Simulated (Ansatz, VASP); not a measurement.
# Tl: VASP beside Ansatz

The input INCAR:

```
PREC = Accurate
ENCUT = 520
EDIFF = 1E-7
ISMEAR = 0
SIGMA = 0.15
LREAL = False
LASPH = True
NELM = 60
ALGO = Fast
ISIF = 2
LWAVE = False
LCHARG = False
GGA = PE
IVDW = 12
NBANDS = 12
```

Contents of KPOINTS:

```
regular mesh
0
Gamma
  18 18 18
```

Contents of POSCAR:

```
Tl
1.0
   -1.8924750000      1.8924750000      1.8439500000
    1.8924750000     -1.8924750000      1.8439500000
    1.8924750000      1.8924750000     -1.8439500000
Tl
1
Direct
    0.0000000000      0.0000000000      0.0000000000
```

Input for Ansatz:

```yaml
crystal:
  lattice:
    - [-1.892475, 1.892475, 1.84395]
    - [1.892475, -1.892475, 1.84395]
    - [1.892475, 1.892475, -1.84395]
  atoms:
    - { symbol: Tl, position: [0.0, 0.0, 0.0] }
basis:
  ecutwfc: 420
kpoints:
  mp_grid: { grid: [18, 18, 18] }
hamiltonian:
  xc: pbe
  dispersion: d3bj
scf:
  occupations: { method: gaussian, width: 0.15 }
output:
  forces: true
  stress: true
  eigenvalues: true
```

Change from the starting cell: strain -0.025 along x and y, -0.050 along z, atoms carried along.

Alike in both runs: task single point; functional PBE; dispersion D3(BJ); k mesh 18 × 18 × 18; occupations gaussian, width 0.15 eV; no spin polarisation.

|  | VASP | Ansatz |
| --- | --- | --- |
| version | VASP 6.6.1 | Ansatz 0.2.0 |
| potentials or method | VASP PAW PBE potentials, release 64 (Tl_d), cutoff 520 eV | scalar-relativistic, plane waves, PAW |
| valence electrons in the cell | 13 | 13 |

```tsv
	VASP	Ansatz	Ansatz less VASP
gap on the k mesh at the Fermi level (eV)	none	none	-
pressure (GPa)	4.9	4.9	+0.06
traceless stress, the component that is largest in VASP (GPa)	0.20	0.20	+0.002
```

A gap of «none» marks a metal or a gap that the smearing closes.

Spin-orbit coupling is off throughout.
